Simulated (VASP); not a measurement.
Here is a VASP 6.6.1 calculation.

File INCAR:

```
SYSTEM = P
  ALGO = Normal
  EDIFF = 1E-6
  ENCUT = 520
  ISIF = 2
  ISMEAR = -1
  LASPH = .True.
  LCHARG = .False.
  LREAL = .False.
  LWAVE = .False.
  NBANDS = 18
  NELM = 100
  PREC = Accurate
  SIGMA = 0.05
```

File KPOINTS:

```
k-points
0
Gamma
  8 1 6
  0 0 0
```

File POSCAR:

```
P
1.0
    3.2393475808      0.0000000000      0.0000000000
    0.0000000000     34.3859322811      0.0000000000
    0.0000000000      0.0000000000      4.5694812964
P
4
Direct
    0.5000000000      0.9702614300      0.9078492800
    0.5000000000      0.0297385700      0.0921507200
    0.0000000000      0.0297385700      0.4078492800
    0.0000000000      0.9702614300      0.5921507200
```

Potentials or basis: VASP PAW LDA potentials, release 64 (P).

Launch:

```console
$ cat potpaw_LDA.64/P/POTCAR > POTCAR
$ mpirun -np 1 vasp_std > vasp.out
```

(1) Estimate the largest force.

(2) Predict the band gap on the k mesh.

Answers

(1) 0.424 eV/Å.

(2) 0.83 eV, indirect (the least direct gap lies 4.7 meV higher).
